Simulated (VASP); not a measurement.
A run of VASP 6.6.1 is set up as follows.

Contents of INCAR:

```
SYSTEM = Fe
PREC     = Accurate       ! precision mode
ENCUT    = 520            ! plane-wave cutoff, eV
EDIFF    = 1E-6           ! SCF threshold, eV
ISMEAR   = -1             ! smearing method
SIGMA    = 0.05           ! smearing width, eV
LREAL    = .FALSE.        ! projectors in reciprocal space
LASPH    = .TRUE.         ! aspherical terms in the spheres
NELM     = 150            ! most SCF steps
ALGO     = Normal         ! electronic algorithm
ISIF     = 2              ! what is computed and relaxed
LWAVE    = .FALSE.        ! write WAVECAR
LCHARG   = .TRUE.         ! write CHGCAR
ISPIN    = 2              ! spin polarisation
MAGMOM   = 2.2            ! initial moments
LORBIT   = 11             ! projections on sites
NUPDOWN  = 2.2            ! fixed moment
LMAXMIX  = 4              ! l up to which the mixer works
GGA      = PS             ! functional
LELF     = .TRUE.         ! ELF
LVHAR    = .TRUE.       
NBANDS   = 14             ! bands
```

File KPOINTS:

```
Automatic mesh
0
G
  11 11 11
  0 0 0
```

Contents of POSCAR:

```
Fe
1.0
   -1.4430000000      1.4430000000      1.4430000000
    1.4430000000     -1.4430000000      1.4430000000
    1.4430000000      1.4430000000     -1.4430000000
Fe
1
Direct
    0.0000000000      0.0000000000      0.0000000000
```

Potentials or basis: VASP PAW PBE potentials, release 64 (Fe).

Run with:

```bash
$ cat potpaw_PBE.64/Fe/POTCAR > POTCAR
$ mpirun -np 1 vasp_std > vasp.out
```

Q: What does it give for the pressure?

A: -19.2 GPa.

Caveat: the PAW data sets were made with another functional, which shifts forces and pressure a little; the total moment is fixed, so each spin has its own Fermi level.
